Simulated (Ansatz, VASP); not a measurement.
## Two plane-wave programs on GaCuCCl4O

POSCAR

```
GaCuCCl4O
1.0
    6.8769000000      0.0000000000      0.0000000000
    0.5222281150      6.9960358808      0.0000000000
    3.0741926905      1.1449101349      8.1219214749
Ga Cu C Cl O
2 2 2 8 2
Direct
    0.2075740295      0.7574945347      0.7642809354
    0.7924259705      0.2425054653      0.2357190646
    0.0219656277      0.7355048478      0.2215043409
    0.9780343723      0.2644951522      0.7784956591
    0.2827421598      0.7758234162      0.2144819281
    0.7172578402      0.2241765838      0.7855180719
    0.9212883295      0.7569770959      0.9892050538
    0.0787116705      0.2430229041      0.0107949462
    0.7836665615      0.9554365111      0.3868548952
    0.2163334385      0.0445634889      0.6131451048
    0.8450267924      0.4539088295      0.3826253591
    0.1549732076      0.5460911705      0.6173746409
    0.4876095073      0.6916709254      0.8209666600
    0.5123904927      0.3083290746      0.1790333400
    0.4396890218      0.8122788060      0.2181216423
    0.5603109782      0.1877211940      0.7818783577
```

INCAR.step1

```
  PREC = Accurate
  ENCUT = 520
  ISMEAR = -1
  SIGMA = 0.02
  LREAL = Auto
  LASPH = True
  NELM = 100
  NBANDS = 76
  GGA = PE
  ALGO = Normal
  EDIFF = 1E-4
  LWAVE = True
  LCHARG = False
```

The input INCAR.step2:

```
  PREC = Accurate
  ENCUT = 520
  EDIFF = 1E-8
  ISMEAR = -1
  SIGMA = 0.02
  LREAL = Auto
  LASPH = True
  NELM = 100
  ALGO = Normal
  ISIF = 2
  LWAVE = False
  LCHARG = False
  METAGGA = R2SCAN
  LMIXTAU = True
  LEFG = True
  NBANDS = 76
  ISTART = 1
```

KPOINTS

```
Automatic mesh
0
Gamma
  3 3 3
```

Input for Ansatz:

```yaml
crystal:
  lattice:
    - [6.8769, 0.0, 0.0]
    - [0.522228115, 6.9960358808, 0.0]
    - [3.0741926905, 1.1449101349, 8.1219214749]
  atoms:
    - { symbol: Ga, position: [0.2075740295, 0.7574945347, 0.7642809354] }
    - { symbol: Ga, position: [0.7924259705, 0.2425054653, 0.2357190646] }
    - { symbol: Cu, position: [0.0219656277, 0.7355048478, 0.2215043409] }
    - { symbol: Cu, position: [0.9780343723, 0.2644951522, 0.7784956591] }
    - { symbol: C, position: [0.2827421598, 0.7758234162, 0.2144819281] }
    - { symbol: C, position: [0.7172578402, 0.2241765838, 0.7855180719] }
    - { symbol: Cl, position: [0.9212883295, 0.7569770959, 0.9892050538] }
    - { symbol: Cl, position: [0.0787116705, 0.2430229041, 0.0107949462] }
    - { symbol: Cl, position: [0.7836665615, 0.9554365111, 0.3868548952] }
    - { symbol: Cl, position: [0.2163334385, 0.0445634889, 0.6131451048] }
    - { symbol: Cl, position: [0.8450267924, 0.4539088295, 0.3826253591] }
    - { symbol: Cl, position: [0.1549732076, 0.5460911705, 0.6173746409] }
    - { symbol: Cl, position: [0.4876095073, 0.6916709254, 0.82096666] }
    - { symbol: Cl, position: [0.5123904927, 0.3083290746, 0.17903334] }
    - { symbol: O, position: [0.4396890218, 0.812278806, 0.2181216423] }
    - { symbol: O, position: [0.5603109782, 0.187721194, 0.7818783577] }
kpoints:
  mp_grid: { grid: [3, 3, 3] }
scf:
  occupations: { method: fermi_dirac, width: 0.02 }
hamiltonian:
  xc: r2scan
  pseudopotentials: { kind: paw }
output:
  forces: true
  stress: true
  populations: true
  efg:
    quadrupole_moments_barn: { Ga: 0.107, Cu: -0.22, Cl: -0.08112, O: -0.02558 }
    contact_densities: true
```

Alike in both runs: task electric field gradients; functional r2SCAN; k mesh 3 × 3 × 3; occupations fermi-dirac, width 0.02 eV; no spin polarisation.

```csv
,VASP,Ansatz
version,VASP 6.6.1,Ansatz 0.2.0
potentials or method,"VASP PAW PBE potentials, release 64 (Ga_d, Cu, C, Cl, O)","plane-wave PAW, scalar-relativistic"
plane-wave cutoff (eV),520,500
valence electrons in the cell,124,140
```

|  | VASP | Ansatz | Ansatz less VASP |
| --- | --- | --- | --- |
| gap on the k mesh at the Fermi level (eV) | 3.61 | 3.58 | -0.031 |
| pressure (GPa) | -0.7 | -1.0 | -0.26 |
| traceless stress, the component that is largest in VASP (GPa) | -0.07 | -0.68 | -0.603 |
| rms of the force components (eV/Å) | 0.098 | 0.275 | +0.1771 |
| size of Vzz on the site where it differs most (V/Å²) | 87.5 | 75.2 | -12.27 |

VASP's potentials were made for PBE, not for r2SCAN. Atom by atom the forces differ by 0.274 eV/Å (rms over components). One of these differences is far larger than is usual between the two programs; its cause wasn't traced. The functional is the same, so the differences come from potentials, cutoffs and numerics. VASP's potentials hold 124 valence electrons a cell and Ansatz's 140, so a difference there can come from the potentials and not from the codes.

Noted on VASP's run: the standard files for N, O and F lose accuracy on very short bonds.
